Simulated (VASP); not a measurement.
A run of VASP 6.6.1 is set up as follows.

The input INCAR:

```
SYSTEM = MgO
ALGO     = Normal         ! electronic algorithm
EDIFF    = 1E-6           ! SCF threshold, eV
ENCUT    = 520            ! plane-wave cutoff, eV
GGA      = RE             ! functional
ISIF     = 2              ! what is computed and relaxed
ISMEAR   = -1             ! smearing method
IVDW     = 12             ! dispersion correction
LASPH    = .TRUE.         ! aspherical terms in the spheres
LCHARG   = .FALSE.        ! write CHGCAR
LREAL    = .FALSE.        ! projectors in reciprocal space
LWAVE    = .FALSE.        ! write WAVECAR
NBANDS   = 11             ! bands
NELM     = 60             ! most SCF steps
PREC     = Accurate       ! precision mode
SIGMA    = 0.05           ! smearing width, eV
```

Contents of KPOINTS:

```
k-points
0
G
  11 11 11
  0 0 0
```

Contents of POSCAR:

```
MgO
1.0
    0.0000000000      2.0984008937      2.0984008937
    2.0984008937      0.0000000000      2.0984008937
    2.0984008937      2.0984008937      0.0000000000
Mg O
1 1
Direct
    0.0000000000      0.0000000000      0.0000000000
    0.5000000000      0.5000000000      0.5000000000
```

Potentials or basis: VASP PAW PBE potentials, release 64 (Mg, O).

Run with:

```sh
$ cat potpaw_PBE.64/Mg/POTCAR potpaw_PBE.64/O/POTCAR > POTCAR
$ mpirun -np 1 vasp_std > vasp.out
```

Problem. What does it give for the dispersion energy per atom?

Solution. -0.579 eV.

Problem. Estimate the pressure.

Solution. -0.9 GPa.

Problem. Predict the band gap on the k mesh.

Solution. 4.91 eV, direct.

Caveat: the PAW data sets were made with another functional, which shifts forces and pressure a little. revPBE gaps usually lie below the measured ones, often by a third to a half.
